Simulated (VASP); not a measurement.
# B3C (P6/mmm) in VASP: notebook

The runs below take B3C through single point, with PBE.

Program: VASP 6.6.1. These are calculated values, not measurements. Logs are shortened: lines on timing, memory, paths and dates and some standing lists are left out, and cuts for length are marked.

### Step 1. The cell of the first run

Symmetry: P6/mmm, No. 191, hexagonal system. Conventional cell: a = 3.350 Å, b = 3.350 Å, c = 3.030 Å, α = 90.00°, β = 90.00°, γ = 120.00°. Within 2.2 Å of B (site symmetry mmm) lie 4 B at 1.67 Å. C (site symmetry 6/mmm) has 12 B at 2.26 Å within 3.0 Å.

### Step 2. Single point, PBE

Contents of INCAR:

```
SYSTEM = B3C
ALGO = Normal ; EDIFF = 1E-6
ENCUT = 600 ; GGA = PE
GGA_COMPAT = .False. ; ISIF = 2
ISMEAR = 0 ; LASPH = .True.
LCHARG = .True. ; LELF = .True.
LREAL = .False. ; LVHAR = .True.
LWAVE = .False. ; NBANDS = 14
NELM = 120 ; PREC = Accurate
SIGMA = 0.2
```

Contents of KPOINTS:

```
k-points
0
Gamma
  7 7 4
  0 0 0
```

Contents of POSCAR:

```
B3C
1.0
    3.3499527592      0.0000000000      0.0000000000
   -1.6749763796      2.9011441909      0.0000000000
    0.0000000000      0.0000000000      3.0298327943
B C
3 1
Direct
    0.5000000000      0.0000000000      0.5000000000
    0.0000000000      0.5000000000      0.5000000000
    0.5000000000      0.5000000000      0.5000000000
    0.0000000000      0.0000000000      0.0000000000
```

Potentials or basis: VASP PAW PBE potentials, release 64 (B, C).

On the command line:

```bash
> cat potpaw_PBE.64/B/POTCAR potpaw_PBE.64/C/POTCAR > POTCAR
> mpirun -np 1 vasp_std > vasp.out
```

OUTCAR:

```text
SYSTEM = B3C
   EDIFF = 1E-6
   ENCUT = 600
   GGA = PE
   ISIF = 2
   ISMEAR = 0
   LASPH = .True.
   LREAL = .False.
   NELM = 120
   PREC = Accurate

 ion  position               nearest neighbor table
   1  0.500  0.000  0.500-   2 1.67   3 1.67   3 1.67   2 1.67
   2  0.000  0.500  0.500-   1 1.67   1 1.67   3 1.67   3 1.67
   3  0.500  0.500  0.500-   1 1.67   1 1.67   2 1.67   2 1.67
   4  0.000  0.000  0.000-

  LATTYP: Found a hexagonal cell.
 ALAT       =     3.3499527592
 C/A-ratio  =     0.9044404540

  Lattice vectors:

 A1 = (   3.3499527592,   0.0000000000,   0.0000000000)
 A2 = (  -1.6749763796,   2.9011441909,   0.0000000000)
 A3 = (   0.0000000000,   0.0000000000,   3.0298327943)

Analysis of symmetry for initial positions (statically):
=====================================================================
 Subroutine PRICEL returns:
 Original cell was already a primitive cell.

 Routine SETGRP: Setting up the symmetry group for a
 hexagonal supercell.

 Subroutine GETGRP returns: Found 24 space group operations
 (whereof 24 operations were pure point group operations)
 out of a pool of 24 trial point group operations.

The static configuration has the point symmetry D_6h.

Analysis of symmetry for dynamics (positions and initial velocities):
=====================================================================
 Subroutine PRICEL returns:
 Original cell was already a primitive cell.

 Routine SETGRP: Setting up the symmetry group for a
 hexagonal supercell.

 Subroutine GETGRP returns: Found 24 space group operations
 (whereof 24 operations were pure point group operations)
 out of a pool of 24 trial point group operations.

The dynamic configuration has the point symmetry D_6h.

 Subroutine INISYM returns: Found 24 space group operations
 (whereof 24 operations are pure point group operations),
 and found     1 'primitive' translations

----------------------------------------------------------------------------------------

                                     Primitive cell

  volume of cell :      29.4460

  direct lattice vectors                    reciprocal lattice vectors
     3.349952759  0.000000000  0.000000000     0.298511672  0.172345794  0.000000000
    -1.674976380  2.901144191  0.000000000     0.000000000  0.344691589  0.000000000
     0.000000000  0.000000000  3.029832794     0.000000000  0.000000000  0.330051217

  length of vectors
     3.349952759  3.349952759  3.029832794     0.344691589  0.344691589  0.330051217

  position of ions in fractional coordinates (direct lattice)
     0.500000000  0.000000000  0.500000000
     0.000000000  0.500000000  0.500000000
     0.500000000  0.500000000  0.500000000
     0.000000000  0.000000000  0.000000000

  ion indices of the primitive-cell ions
   primitive index   ion index
                 1           1
                 2           2
                 3           3
                 4           4

----------------------------------------------------------------------------------------

 KPOINTS: k-points

Automatic generation of k-mesh.
 Grid dimensions read from file:
 generate k-points for:    7    7    4

 Generating k-lattice:

  Cartesian coordinates                     Fractional coordinates (reciprocal lattice)
     0.042644525  0.024620828  0.000000000     0.142857143  0.000000000  0.000000000
     0.000000000  0.049241656  0.000000000     0.000000000  0.142857143  0.000000000
     0.000000000  0.000000000  0.082512804     0.000000000  0.000000000  0.250000000

  Length of vectors
     0.049241656  0.049241656  0.082512804

  Shift w.r.t. Gamma in fractional coordinates (k-lattice)
     0.000000000  0.000000000  0.000000000

 Subroutine IBZKPT returns following result:
 ===========================================

 Found     24 irreducible k-points:

 Following reciprocal coordinates:
            Coordinates               Weight
  0.000000  0.000000  0.000000      1.000000
  0.142857 -0.000000  0.000000      6.000000
  0.285714  0.000000  0.000000      6.000000
  0.428571 -0.000000  0.000000      6.000000
  0.142857  0.142857  0.000000      6.000000
  0.285714  0.142857  0.000000     12.000000
[... 16 lines left out ...]
  0.428571  0.142857  0.500000      6.000000
  0.285714  0.285714  0.500000      6.000000
   k-points           NKPTS =     24   k-points in BZ     NKDIM =     24   number of bands    NBANDS=     14
   number of dos      NEDOS =    301   number of ions     NIONS =      4
   total plane-waves  NPLWV =  18816
   dimension x,y,z NGX =    28 NGY =   28 NGZ =   24
   dimension x,y,z NGXF=    56 NGYF=   56 NGZF=   48
   ions per type =               3   1
   NGX,Y,Z   is equivalent  to a cutoff of  13.90, 13.90, 13.17 a.u.
   NGXF,Y,Z  is equivalent  to a cutoff of  27.79, 27.79, 26.34 a.u.
 SYSTEM =  B3C
   PREC   = accura    normal or accurate (medium, high low for compatibility)
   ISTART =      0    job   : 0-new  1-cont  2-samecut
   ICHARG =      2    charge: 1-file 2-atom 10-const
   ISPIN  =      1    spin polarized calculation?
   LNONCOLLINEAR =      F non collinear calculations
   LSORBIT =      F    spin-orbit coupling
   LASPH  =      T    aspherical Exc in radial PAW
   ENCUT  =  600.0 eV  44.10 Ry    6.64 a.u.   6.69  6.69  6.05*2*pi/ulx,y,z
   NELM   =    120;   NELMIN=  2; NELMDL= -5     # of ELM steps
   EDIFF  = 0.1E-05   stopping-criterion for ELM
   LREAL  =      F    real-space projection
   EDIFFG = 0.1E-04   stopping-criterion for IOM
   NSW    =      0    number of steps for IOM
   IBRION =     -1    ionic relax: 0-MD 1-quasi-New 2-CG
   NFREE  =      0    steps in history (QN), initial steepest desc. (CG)
   ISIF   =      2    stress and relaxation
   ISYM   =      2    0-nonsym 1-usesym 2-fastsym
   POTIM  = 0.5000    time-step for ionic-motion
   TEBEG  =    0.0;   TEEND  =   0.0 temperature during run
   PSTRESS=    0.0 pullay stress
   NELECT =      13.0000    total number of electrons
   NUPDOWN=      -1.0000    fix difference up-down
   EMIN   =  10.00;   EMAX   =-10.00  energy-range for DOS
   EFERMI =   0.00;   METHOD = LEGACY
   ISMEAR =     0;   SIGMA  =   0.20  broadening in eV -4-tet -1-fermi 0-gaus
   EFERMI_NEDOS =   21; number of points for ismear=-14 and -15
   IALGO  =     38    algorithm
   IMIX   =      4    mixing-type and parameters
     AMIX     =   0.40;   BMIX     =  1.00
     AMIX_MAG =   1.60;   BMIX_MAG =  1.00
  volume/ion in A,a.u.               =       7.36        49.68
  Fermi-wavevector in a.u.,A,eV,Ry     =   1.246562  2.355660 21.142307  1.553916
  Thomas-Fermi vector in A             =   2.380733
   LORBIT       =      0    0 simple, 1 ext, 2 COOP (PROOUT), +10 PAW based schemes
   GGA     = PE    functional components
   LHFCALC =     F    Hartree Fock is set to
   AEXX    =    0.0000 exact exchange contribution
   IVDW    =     0    specifies the selected vdW correction
   LEPSILON=     F    determine dielectric tensor
   LRPA    =     F    only Hartree local field effects (RPA)
 non-spin polarized calculation
 Gauss-broadening in eV      SIGMA  =   0.20
  energy-cutoff  :      600.00
  volume of cell :       29.45
 maximum number of plane-waves:       996
 NGX is ok and might be reduce to    28

 number of electron      13.0000000 magnetization

 Free energy of the ion-electron system (eV)
  ---------------------------------------------------
  ext. energy  EPLUGINS =         0.00000000
  ---------------------------------------------------
  free energy    TOTEN  =       -22.92732868 eV

  energy without entropy =      -22.89449599  energy(sigma->0) =      -22.91091233

 E-fermi :   7.0804     XC(G=0): -11.8899

 val. band max:        7.0738860751   @ k =   0.2857   0.1429   0.2500
 cond. band min:       7.1190888999   @ k =   0.4286  -0.0000   0.0000
 fundamental gap:      0.0452028248
 Fermi energy:         7.0803754702

 k-point     1 :       0.0000    0.0000    0.0000
  band No.  band energies     occupation
      1      -9.8900      2.00000
      2      -1.1022      2.00000
      3       1.8243      2.00000
      4       1.8349      2.00000
      5       2.0241      2.00000
      6       2.0241      2.00000
      7       9.4924      0.00000
      8       9.4924      0.00000
      9      11.3158      0.00000
     10      11.3158      0.00000
     11      11.8146      0.00000
     12      12.7237      0.00000
     13      15.4029      0.00000
     14      15.4029      0.00000

 k-point     2 :       0.1429   -0.0000    0.0000
  band No.  band energies     occupation
      1      -9.6135      2.00000
      2      -1.5074      2.00000
      3      -0.0334      2.00000
      4       1.8456      2.00000
      5       2.1597      2.00000
      6       3.4271      2.00000
      7      10.0280      0.00000
      8      10.2864      0.00000
      9      11.0583      0.00000
     10      11.2658      0.00000
     11      11.4000      0.00000
     12      13.6441      0.00000
     13      14.2166      0.00000
     14      15.1127      0.00000

 k-point     3 :       0.2857    0.0000    0.0000
  band No.  band energies     occupation
      1      -8.7924      2.00000
      2      -3.2864      2.00000
      3      -1.0696      2.00000
      4       1.4931      2.00000
      5       3.1195      2.00000
      6       4.6981      2.00000
      7       9.3155      0.00000
      8       9.4341      0.00000
      9      11.2748      0.00000
     10      11.6890      0.00000
     11      12.8011      0.00000
     12      12.8581      0.00000
     13      14.5598      0.00000
     14      16.2863      0.00000
[... 324 lines left out ...]
 k-point    23 :       0.4286    0.1429    0.5000
  band No.  band energies     occupation
      1      -4.1905      2.00000
      2      -4.0406      2.00000
      3      -3.1770      2.00000
      4      -0.8365      2.00000
      5      -0.1128      2.00000
      6       3.2885      2.00000
      7       5.4424      2.00000
      8       9.5655      0.00000
      9      11.6554      0.00000
     10      12.4969      0.00000
     11      13.2166      0.00000
     12      15.4202      0.00000
     13      18.1116      0.00000
     14      21.3467      0.00000

 k-point    24 :       0.2857    0.2857    0.5000
  band No.  band energies     occupation
      1      -4.3512      2.00000
      2      -3.0929      2.00000
      3      -3.0722      2.00000
      4      -2.1383      2.00000
      5       0.5912      2.00000
      6       1.7450      2.00000
      7       7.1387      0.68027
      8       9.6781      0.00000
      9      11.9598      0.00000
     10      12.1689      0.00000
     11      12.4864      0.00000
     12      14.6651      0.00000
     13      19.9673      0.00000
     14      21.1368      0.00000

------------------------ aborting loop because EDIFF is reached ----------------------------------------

  FORCE on cell =-STRESS in cart. coord.  units (eV):
  Direction    XX          YY          ZZ          XY          YZ          ZX
  --------------------------------------------------------------------------------------
  -------------------------------------------------------------------------------------
  Total       -0.0052216     -0.0052216     -0.0163580      0.0000000      0.0000000      0.0000000
  in kB       -0.2841103     -0.2841103     -0.8900491      0.0000000      0.0000000      0.0000000
  external PRESSURE =      -0.4860899 kB  Pullay stress =       0.0000000 kB

 VOLUME and BASIS-vectors are now :
 -----------------------------------------------------------------------------
  energy-cutoff  :      600.00
  volume of cell :       29.45
      direct lattice vectors                 reciprocal lattice vectors
     3.349952759  0.000000000  0.000000000     0.298511672  0.172345794  0.000000000
    -1.674976380  2.901144191  0.000000000     0.000000000  0.344691589  0.000000000
     0.000000000  0.000000000  3.029832794     0.000000000  0.000000000  0.330051217

 POSITION                                       TOTAL-FORCE (eV/Angst)
 -----------------------------------------------------------------------------------
      1.67498      0.00000      1.51492         0.000000      0.000000      0.000000
     -0.83749      1.45057      1.51492        -0.000000      0.000000      0.000000
      0.83749      1.45057      1.51492         0.000000      0.000000      0.000000
      0.00000      0.00000      0.00000         0.000000      0.000000      0.000000
 -----------------------------------------------------------------------------------
    total drift:                                0.000000      0.000000      0.000000

  FREE ENERGIE OF THE ION-ELECTRON SYSTEM (eV)
  ---------------------------------------------------
  free  energy   TOTEN  =       -22.9273286771 eV

  energy  without entropy=      -22.8944959901  energy(sigma->0) =      -22.91091233
```

Run time: 12 s. Hardware: 1 thread of AMD EPYC 9R45 (Zen 5), shared host; peak memory 0.11 GiB.

What came out:

- Free energy: -22.9273 eV
- Pressure: 0.0 GPa

Caveat: the k points lie up to 0.52 Å⁻¹ apart.

### Step 3. Single point, PBE

This run uses another cell than the first one: it holds 8 atoms, not 4.

Contents of INCAR:

```
SYSTEM = B3C
PREC     = Accurate       ! precision mode
ENCUT    = 600            ! plane-wave cutoff, eV
EDIFF    = 1E-6           ! SCF threshold, eV
ISMEAR   = 0              ! smearing method
SIGMA    = 0.2            ! smearing width, eV
LREAL    = .False.        ! projectors in reciprocal space
LASPH    = .True.         ! aspherical terms in the spheres
NELM     = 120            ! most SCF steps
ALGO     = Normal         ! electronic algorithm
ISIF     = 2              ! what is computed and relaxed
LWAVE    = .False.        ! write WAVECAR
LCHARG   = .False.        ! write CHGCAR
GGA      = PE             ! functional
NBANDS   = 23             ! bands
GGA_COMPAT= .False.
```

Contents of KPOINTS:

```
Automatic mesh
0
Gamma
  4 4 5
  0 0 0
```

Contents of POSCAR:

```
B3C
1.0
    5.7530831190      0.0000000000      0.0000000000
   -2.8765415595      4.9823161312      0.0000000000
    0.0000000000      0.0000000000      2.0847441003
B C
6 2
Direct
    0.6549354900      0.8274677450      0.0000000000
    0.1725322550      0.3450645100      0.0000000000
    0.1725322550      0.8274677450      0.0000000000
    0.8274677450      0.6549354900      0.0000000000
    0.8274677450      0.1725322550      0.0000000000
    0.3450645100      0.1725322550      0.0000000000
    0.3333333333      0.6666666667      0.0000000000
    0.6666666667      0.3333333333      0.0000000000
```

Potentials or basis: VASP PAW PBE potentials, release 64 (B, C).

On the command line:

```bash
> cat potpaw_PBE.64/B/POTCAR potpaw_PBE.64/C/POTCAR > POTCAR
> mpirun -np 1 vasp_std > vasp.out
```

It took 23 s on 1 thread of AMD EPYC 9R45 (Zen 5), shared host; peak memory 0.15 GiB.

It converged, with:

| Item | Value |
| --- | --- |
| Free energy | -53.0928 eV |
| Pressure | -0.1 GPa |
| Largest force | 0.008 eV/Å |
| Band gap on the k mesh | zero (band 13 reaches 11.55 eV, above the bottom of band 14 at 4.94 eV) |

Forces on the atoms (eV/Å):
```
B    0.007  0.004  0.000
B    0.000 -0.008  0.000
B   -0.007  0.004  0.000
B    0.000  0.008  0.000
B    0.007 -0.004  0.000
B   -0.007 -0.004  0.000
C    0.000  0.000  0.000
C    0.000  0.000  0.000
```

Stress tensor (GPa, compression positive):
```
 0.08  0.00  0.00
 0.00  0.08  0.00
 0.00  0.00 -0.45
```

Levels at points of the mesh, in eV from the Fermi level:
```tsv
k point	band 10	band 11	band 12	band 13	band 14	band 15
(0.00, 0.00, 0.00)	-2.82	-1.25	-1.25	3.46	4.89	4.89
(0.50, 0.00, 0.00)	-4.81	-3.08	-2.47	5.07	5.57	6.44
```

Caveat: the k points lie up to 0.60 Å⁻¹ apart.
